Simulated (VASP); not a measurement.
# TiSi16 (a cell with a defect) in VASP: a series of runs

Runs on TiSi16 (a cell with a defect). Level: PBE. Tasks: single point.

Everything below comes from runs of VASP 6.6.1. Logs are shortened: lines on timing, memory, paths and dates and some standing lists are left out, and cuts for length are marked.

## Step 1: The cell of the first run

The cell holds a defect, 17 atoms: a = 7.679 Å, b = 7.679 Å, c = 7.679 Å, α = 60.00°, β = 60.00°, γ = 60.00°.

## Step 2: Single point, PBE

The input, INCAR:

```
SYSTEM = TiSi16
PREC = Accurate ; ENCUT = 520
EDIFF = 1E-7 ; ISMEAR = -1
SIGMA = 0.02 ; LREAL = Auto
LASPH = .TRUE. ; NELM = 60
ALGO = Normal ; ISIF = 2
LWAVE = .FALSE. ; LCHARG = .FALSE.
GGA = PE ; NBANDS = 52
```

The input, KPOINTS:

```
regular mesh
0
G
  2 2 2
  0 0 0
```

The input, POSCAR:

```
TiSi16
1.0
    0.0000000000      5.4300000000      5.4300000000
    5.4300000000      0.0000000000      5.4300000000
    5.4300000000      5.4300000000      0.0000000000
Si Ti
16 1
Direct
   -0.0451197053      0.0303130755      0.0216942910
    0.0904511971      0.1389963168      0.1472651934
    0.0578821363     -0.0679926335      0.5078821363
    0.1140055249      0.1034162063      0.6548710866
    0.0136648250      0.4983977901      0.0369429098
    0.1156721915      0.6482320442      0.1583977901
   -0.0497145488      0.4635267035      0.5658471455
    0.1277440147      0.5397329650      0.6928453039
    0.4888766114      0.0238674033     -0.0012338858
    0.5570073665      0.1414825046      0.1890331492
    0.4678084715      0.0049723757      0.5627255985
    0.6568876611      0.1544751381      0.6174401473
    0.4953038674      0.5078637201      0.0172928177
    0.6479742173      0.6359668508      0.1047145488
    0.4950092081      0.4872007366      0.4770165746
    0.5727348066      0.6193093923      0.6282044199
    0.8536832413      0.8474769797      0.4345856354
```

Potentials or basis: VASP PAW PBE potentials, release 64 (Si, Ti_sv).

Command:

```sh
$ cat potpaw_PBE.64/Si/POTCAR potpaw_PBE.64/Ti_sv/POTCAR > POTCAR
$ mpirun -np 1 vasp_std > vasp.out
```

OUTCAR:

```text
SYSTEM = TiSi16
   PREC = Accurate
   ENCUT = 520
   EDIFF = 1E-7
   ISMEAR = -1
   LREAL = Auto
   LASPH = .TRUE.
   NELM = 60
   ISIF = 2
   GGA = PE

 ion  position               nearest neighbor table
   1  0.955  0.030  0.022-   2 2.32   4 2.33   6 2.41  10 2.51  17 2.61
   2  0.090  0.139  0.147-   5 2.28   1 2.32   3 2.36   9 2.50  17 2.88
   3  0.058  0.932  0.508-  17 2.34   2 2.36   4 2.39   8 2.50  12 2.59
   4  0.114  0.103  0.655-  11 2.24   7 2.28   1 2.33   3 2.39
   5  0.014  0.498  0.037-   8 2.23   2 2.28  14 2.32   6 2.35
   6  0.116  0.648  0.158-   5 2.35  13 2.39   1 2.41  17 2.61   7 2.61
   7  0.950  0.464  0.566-   4 2.28  16 2.40   8 2.42  17 2.42   6 2.61
   8  0.128  0.540  0.693-   5 2.23  15 2.39   7 2.42   3 2.50  17 2.91
   9  0.489  0.024  0.999-  10 2.40  12 2.41  14 2.44   2 2.50
  10  0.557  0.141  0.189-  13 2.34  11 2.36   9 2.40   1 2.51  17 2.96
  11  0.468  0.005  0.563-   4 2.24  10 2.36  17 2.43  16 2.49  12 2.52
  12  0.657  0.154  0.617-  15 2.16   9 2.41  11 2.52   3 2.59  17 2.73
  13  0.495  0.508  0.017-  14 2.32  10 2.34   6 2.39  16 2.49
  14  0.648  0.636  0.105-  13 2.32   5 2.32  15 2.36   9 2.44
  15  0.495  0.487  0.477-  12 2.16  16 2.28  14 2.36   8 2.39
  16  0.573  0.619  0.628-  15 2.28   7 2.40  13 2.49  11 2.49  17 2.81
  17  0.854  0.847  0.435-   3 2.34   7 2.42  11 2.43   6 2.61   1 2.61  12 2.73  16 2.81   2 2.88
                             8 2.91  10 2.96

  LATTYP: Found a face centered cubic cell.
 ALAT       =    10.8600000000

  Lattice vectors:

 A1 = (   0.0000000000,   5.4300000000,   5.4300000000)
 A2 = (   5.4300000000,   0.0000000000,   5.4300000000)
 A3 = (   5.4300000000,   5.4300000000,   0.0000000000)

Analysis of symmetry for initial positions (statically):
=====================================================================
 Subroutine PRICEL returns:
 Original cell was already a primitive cell.

 Routine SETGRP: Setting up the symmetry group for a
 face centered cubic supercell.

 Subroutine GETGRP returns: Found  1 space group operations
 (whereof  1 operations were pure point group operations)
 out of a pool of 48 trial point group operations.

The static configuration has the point symmetry C_1 .

Analysis of symmetry for dynamics (positions and initial velocities):
=====================================================================
 Subroutine PRICEL returns:
 Original cell was already a primitive cell.

 Routine SETGRP: Setting up the symmetry group for a
 face centered cubic supercell.

 Subroutine GETGRP returns: Found  1 space group operations
 (whereof  1 operations were pure point group operations)
 out of a pool of 48 trial point group operations.

The dynamic configuration has the point symmetry C_1 .

 Subroutine INISYM returns: Found  1 space group operations
 (whereof  1 operations are pure point group operations),
 and found     1 'primitive' translations

----------------------------------------------------------------------------------------

                                     Primitive cell

  volume of cell :     320.2060

  direct lattice vectors                    reciprocal lattice vectors
     0.000000000  5.430000000  5.430000000    -0.092081031  0.092081031  0.092081031
     5.430000000  0.000000000  5.430000000     0.092081031 -0.092081031  0.092081031
     5.430000000  5.430000000  0.000000000     0.092081031  0.092081031 -0.092081031

  length of vectors
     7.679179644  7.679179644  7.679179644     0.159489025  0.159489025  0.159489025

  position of ions in fractional coordinates (direct lattice)
     0.954880295  0.030313075  0.021694291
     0.090451197  0.138996317  0.147265193
     0.057882136  0.932007367  0.507882136
     0.114005525  0.103416206  0.654871087
     0.013664825  0.498397790  0.036942910
     0.115672192  0.648232044  0.158397790
[... 9 lines left out ...]
     0.572734807  0.619309392  0.628204420
     0.853683241  0.847476980  0.434585635

  ion indices of the primitive-cell ions
   primitive index   ion index
                 1           1
                 2           2
                 3           3
                 4           4
                 5           5
                 6           6
[... 9 lines left out ...]
                16          16
                17          17

----------------------------------------------------------------------------------------

 KPOINTS: regular mesh

Automatic generation of k-mesh.
 Grid dimensions read from file:
 generate k-points for:    2    2    2

 Generating k-lattice:

  Cartesian coordinates                     Fractional coordinates (reciprocal lattice)
    -0.046040516  0.046040516  0.046040516     0.500000000  0.000000000  0.000000000
     0.046040516 -0.046040516  0.046040516     0.000000000  0.500000000  0.000000000
     0.046040516  0.046040516 -0.046040516     0.000000000  0.000000000  0.500000000

  Length of vectors
     0.079744512  0.079744512  0.079744512

  Shift w.r.t. Gamma in fractional coordinates (k-lattice)
     0.000000000  0.000000000  0.000000000

 Subroutine IBZKPT returns following result:
 ===========================================

 Found      8 irreducible k-points:

 Following reciprocal coordinates:
            Coordinates               Weight
  0.000000  0.000000  0.000000      1.000000
  0.500000  0.000000  0.000000      1.000000
  0.000000  0.500000  0.000000      1.000000
  0.000000  0.000000  0.500000      1.000000
  0.500000  0.500000  0.500000      1.000000
  0.500000  0.500000  0.000000      1.000000
  0.000000  0.500000  0.500000      1.000000
  0.500000  0.000000  0.500000      1.000000
   k-points           NKPTS =      8   k-points in BZ     NKDIM =      8   number of bands    NBANDS=     52
   number of dos      NEDOS =    301   number of ions     NIONS =     17
   total plane-waves  NPLWV = 216000
   dimension x,y,z NGX =    60 NGY =   60 NGZ =   60
   dimension x,y,z NGXF=   120 NGYF=  120 NGZF=  120
   ions per type =              16   1
   NGX,Y,Z   is equivalent  to a cutoff of  12.99, 12.99, 12.99 a.u.
   NGXF,Y,Z  is equivalent  to a cutoff of  25.98, 25.98, 25.98 a.u.
 SYSTEM =  TiSi16
   PREC   = accura    normal or accurate (medium, high low for compatibility)
   ISTART =      0    job   : 0-new  1-cont  2-samecut
   ICHARG =      2    charge: 1-file 2-atom 10-const
   ISPIN  =      1    spin polarized calculation?
   LNONCOLLINEAR =      F non collinear calculations
   LSORBIT =      F    spin-orbit coupling
   LASPH  =      T    aspherical Exc in radial PAW
   ENCUT  =  520.0 eV  38.22 Ry    6.18 a.u.  14.28 14.28 14.28*2*pi/ulx,y,z
   NELM   =     60;   NELMIN=  2; NELMDL= -5     # of ELM steps
   EDIFF  = 0.1E-06   stopping-criterion for ELM
   LREAL  =      T    real-space projection
   EDIFFG = 0.1E-05   stopping-criterion for IOM
   NSW    =      0    number of steps for IOM
   IBRION =     -1    ionic relax: 0-MD 1-quasi-New 2-CG
   NFREE  =      0    steps in history (QN), initial steepest desc. (CG)
   ISIF   =      2    stress and relaxation
   ISYM   =      2    0-nonsym 1-usesym 2-fastsym
   POTIM  = 0.5000    time-step for ionic-motion
   TEBEG  =    0.0;   TEEND  =   0.0 temperature during run
   PSTRESS=    0.0 pullay stress
   NELECT =      76.0000    total number of electrons
   NUPDOWN=      -1.0000    fix difference up-down
   EMIN   =  10.00;   EMAX   =-10.00  energy-range for DOS
   EFERMI =   0.00;   METHOD = LEGACY
   ISMEAR =    -1;   SIGMA  =   0.02  broadening in eV -4-tet -1-fermi 0-gaus
   EFERMI_NEDOS =   21; number of points for ismear=-14 and -15
   IALGO  =     38    algorithm
   IMIX   =      4    mixing-type and parameters
     AMIX     =   0.40;   BMIX     =  1.00
     AMIX_MAG =   1.60;   BMIX_MAG =  1.00
  volume/ion in A,a.u.               =      18.84       127.11
  Fermi-wavevector in a.u.,A,eV,Ry     =   1.013607  1.915439 13.978610  1.027399
  Thomas-Fermi vector in A             =   2.146786
   LORBIT       =      0    0 simple, 1 ext, 2 COOP (PROOUT), +10 PAW based schemes
   GGA     = PE    functional components
   LHFCALC =     F    Hartree Fock is set to
   AEXX    =    0.0000 exact exchange contribution
   IVDW    =     0    specifies the selected vdW correction
   LEPSILON=     F    determine dielectric tensor
   LRPA    =     F    only Hartree local field effects (RPA)
 non-spin polarized calculation
  energy-cutoff  :      520.00
  volume of cell :      320.21
 maximum number of plane-waves:      8646
 NGX is ok and might be reduce to    60
   NGX = 29   NGY = 29   NGZ = 29

 number of electron      76.0000000 magnetization

 Free energy of the ion-electron system (eV)
  ---------------------------------------------------
  ext. energy  EPLUGINS =         0.00000000
  ---------------------------------------------------
  free energy    TOTEN  =       -90.43829360 eV

  energy without entropy =      -90.42158442  energy(sigma->0) =      -90.42993901

 E-fermi :   6.8981     XC(G=0):  -9.8053

 val. band max:        6.8826662545   @ k =   0.5000   0.5000   0.0000
 cond. band min:       6.9025419558   @ k =   0.5000   0.0000   0.5000
 fundamental gap:      0.0198757013
 Fermi energy:         6.8980904568

 k-point     1 :       0.0000    0.0000    0.0000
  band No.  band energies     occupation
      1     -49.9513      2.00000
      2     -26.3726      2.00000
      3     -26.2901      2.00000
      4     -26.2578      2.00000
      5      -5.6738      2.00000
      6      -3.5149      2.00000
[... 42 lines left out ...]
     49       8.5083      0.00000
     50       8.6119      0.00000

 k-point     2 :       0.5000    0.0000    0.0000
  band No.  band energies     occupation
      1     -49.9513      2.00000
      2     -26.3726      2.00000
      3     -26.2901      2.00000
      4     -26.2578      2.00000
      5      -4.9648      2.00000
      6      -4.7718      2.00000
[... 42 lines left out ...]
     49       9.2653      0.00000
     50       9.7427      0.00000

 k-point     3 :       0.0000    0.5000    0.0000
  band No.  band energies     occupation
      1     -49.9513      2.00000
      2     -26.3726      2.00000
      3     -26.2901      2.00000
      4     -26.2578      2.00000
      5      -4.9856      2.00000
      6      -4.7227      2.00000
[... 42 lines left out ...]
     49       9.2788      0.00000
     50       9.7127      0.00000

 k-point     4 :       0.0000    0.0000    0.5000
  band No.  band energies     occupation
      1     -49.9513      2.00000
      2     -26.3726      2.00000
      3     -26.2901      2.00000
      4     -26.2578      2.00000
      5      -4.9583      2.00000
      6      -4.7825      2.00000
[... 42 lines left out ...]
     49       9.4410      0.00000
     50       9.6962      0.00000

 k-point     5 :       0.5000    0.5000    0.5000
  band No.  band energies     occupation
      1     -49.9513      2.00000
      2     -26.3726      2.00000
      3     -26.2901      2.00000
      4     -26.2578      2.00000
      5      -4.9178      2.00000
      6      -4.8218      2.00000
[... 42 lines left out ...]
     49       9.4514      0.00000
     50       9.6111      0.00000

 k-point     6 :       0.5000    0.5000    0.0000
  band No.  band energies     occupation
      1     -49.9513      2.00000
      2     -26.3726      2.00000
      3     -26.2901      2.00000
      4     -26.2578      2.00000
      5      -4.6681      2.00000
      6      -4.5257      2.00000
[... 42 lines left out ...]
     49       9.6140      0.00000
     50      10.3799      0.00000

 k-point     7 :       0.0000    0.5000    0.5000
  band No.  band energies     occupation
      1     -49.9513      2.00000
      2     -26.3726      2.00000
      3     -26.2901      2.00000
      4     -26.2578      2.00000
      5      -4.6213      2.00000
      6      -4.5868      2.00000
[... 42 lines left out ...]
     49       9.6621      0.00000
     50      10.3680      0.00000

 k-point     8 :       0.5000    0.0000    0.5000
  band No.  band energies     occupation
      1     -49.9513      2.00000
      2     -26.3726      2.00000
      3     -26.2901      2.00000
      4     -26.2578      2.00000
      5      -4.7810      2.00000
      6      -4.3879      2.00000
[... 42 lines left out ...]
     49       9.6595      0.00000
     50      10.2859      0.00000
 [bands above 50 left out]

------------------------ aborting loop because EDIFF is reached ----------------------------------------

  FORCE on cell =-STRESS in cart. coord.  units (eV):
  Direction    XX          YY          ZZ          XY          YZ          ZX
  --------------------------------------------------------------------------------------
  -------------------------------------------------------------------------------------
  Total        6.3869695      6.0618562      2.8107946     -1.7678717     -0.6115596      3.1207806
  in kB       31.9577313     30.3309998     14.0640437     -8.8456926     -3.0599893     15.6150843
  external PRESSURE =      25.4509249 kB  Pullay stress =       0.0000000 kB

 VOLUME and BASIS-vectors are now :
 -----------------------------------------------------------------------------
  energy-cutoff  :      520.00
  volume of cell :      320.21
      direct lattice vectors                 reciprocal lattice vectors
     0.000000000  5.430000000  5.430000000    -0.092081031  0.092081031  0.092081031
     5.430000000  0.000000000  5.430000000     0.092081031 -0.092081031  0.092081031
     5.430000000  5.430000000  0.000000000     0.092081031  0.092081031 -0.092081031

 POSITION                                       TOTAL-FORCE (eV/Angst)
 -----------------------------------------------------------------------------------
      0.28240      5.30280      5.34960         0.275176     -0.330431     -0.619239
      1.55440      1.29080      1.24590        -1.157984      0.935906      0.469561
      7.81860      3.07210      5.37510         1.472699      1.137612      0.502328
      4.11750      4.17500      1.18060        -0.246319     -0.646408     -1.054962
      2.90690      0.27480      2.78050         1.050404      0.180132     -0.411788
      4.38000      1.48820      4.14800        -0.206563      0.588296     -0.213288
[... 9 lines left out ...]
      6.77400      6.52110      6.47280         1.350815      1.322018      0.447406
      6.96160      6.99530      9.23730        -0.440036     -1.336910      0.364723
 -----------------------------------------------------------------------------------
    total drift:                                0.002942      0.004076      0.005230

  FREE ENERGIE OF THE ION-ELECTRON SYSTEM (eV)
  ---------------------------------------------------
  free  energy   TOTEN  =       -90.4382935979 eV

  energy  without entropy=      -90.4215844211  energy(sigma->0) =      -90.42993901
```

It took 2.2 min on 1 thread of Intel Xeon 6975P-C (Granite Rapids), shared host; peak memory 0.5 GiB.

Results:

```yaml
Free_energy: -90.4383 eV
Pressure: 2.5 GPa
Largest_force: 2.793 eV/Å
Band_gap_on_the_k_mesh: zero (band 38 reaches 6.96 eV, above the bottom of band 39 at 6.64 eV)
```

Forces in eV/Å, atoms in the order of the input:
```
Si   0.275 -0.330 -0.619
Si  -1.158  0.936  0.470
Si   1.473  1.138  0.502
Si  -0.246 -0.646 -1.055
Si   1.050  0.180 -0.412
Si  -0.207  0.588 -0.213
Si  -0.216  0.018  0.248
Si  -1.080 -1.413  1.076
Si   0.266  0.154 -0.568
Si  -1.089  0.034  0.686
Si  -0.292  0.677  0.203
Si  -1.186  1.928 -1.635
Si  -0.421 -0.867 -0.076
Si   0.826 -0.707  0.147
Si   1.094 -1.675  0.434
Si   1.351  1.322  0.447
Ti  -0.440 -1.337  0.365
```

Caveat: the k points lie up to 0.50 Å⁻¹ apart.

(Part 1 of 3 ends here.)
